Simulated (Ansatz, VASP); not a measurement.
## CdS: VASP beside Ansatz

INCAR

```
SYSTEM = CdS
PREC = Accurate
ENCUT = 520
EDIFF = 1E-6
ISMEAR = -1
SIGMA = 0.01
LREAL = .FALSE.
LASPH = .TRUE.
NELM = 80
ALGO = Normal
ISIF = 2
LWAVE = .FALSE.
LCHARG = .FALSE.
GGA = PE
NBANDS = 26
```

File KPOINTS:

```
Automatic mesh
0
G
  7 7 4
  0 0 0
```

Contents of POSCAR:

```
CdS
1.0
    4.1347992034      0.0000000000      0.0000000000
   -2.0673996017      3.5808411497      0.0000000000
    0.0000000000      0.0000000000      6.6140200000
Cd S
2 2
Direct
    0.3333333333      0.6666666667      0.0000000000
    0.6666666667      0.3333333333      0.5000000000
    0.3333333333      0.6666666667      0.3850000000
    0.6666666667      0.3333333333      0.8850000000
```

Input for Ansatz:

```yaml
crystal:
  lattice:
    - [4.1347992034, 0.0, 0.0]
    - [-2.0673996017, 3.5808411497, 0.0]
    - [0.0, 0.0, 6.61402]
  atoms:
    - { symbol: Cd, position: [0.3333333333, 0.6666666667, 0.0] }
    - { symbol: Cd, position: [0.6666666667, 0.3333333333, 0.5] }
    - { symbol: S, position: [0.3333333333, 0.6666666667, 0.385] }
    - { symbol: S, position: [0.6666666667, 0.3333333333, 0.885] }
kpoints:
  mp_grid: { grid: [7, 7, 4] }
  band_path:
    path:
      - [0.0, 0.0, 0.0]
      - [0.5, 0.0, 0.0]
      - [0.3333333333, 0.3333333333, 0.0]
      - [0.0, 0.0, 0.0]
      - [0.0, 0.0, 0.5]
      - [0.5, 0.0, 0.5]
      - [0.3333333333, 0.3333333333, 0.5]
      - [0.0, 0.0, 0.5]
      - [0.5, 0.0, 0.5]
    npoints: 5
scf:
  occupations: { method: fermi_dirac, width: 0.01 }
hamiltonian:
  xc: pbe
  pseudopotentials: { kind: all_electron, lapw: { basis_error: 0.001 } }
output:
  forces: true
  stress: true
  eigenvalues: true
```

Change from the starting cell: zz strain of -2 %.

Alike in both runs: task single point; functional PBE; k mesh 7 × 7 × 4; occupations fermi-dirac, width 0.01 eV; no spin polarisation.

|  | VASP | Ansatz |
| --- | --- | --- |
| version | VASP 6.6.1 | Ansatz 0.2.0 |
| potentials or method | VASP PAW PBE potentials, release 64 (Cd, S), cutoff 520 eV | all-electron LAPW, scalar-relativistic |

Ansatz gave:

| Quantity | Value |
| --- | --- |
| gap on the k mesh at the Fermi level (eV) | 1.29 |
| pressure (GPa) | 3.8 |
| traceless stress, the component that is largest in VASP (GPa) | -0.26 |
| rms of the force components (eV/Å) | 0.076 |

Question: Which values does VASP return?

Answer: gap on the k mesh at the Fermi level (eV): 1.29; pressure (GPa): 4.1; traceless stress, the component that is largest in VASP (GPa): -0.29; rms of the force components (eV/Å): 0.078.

Atom by atom the forces differ by 0.002 eV/Å (rms over components). Ansatz ran all-electron here, and VASP with PAW potentials.
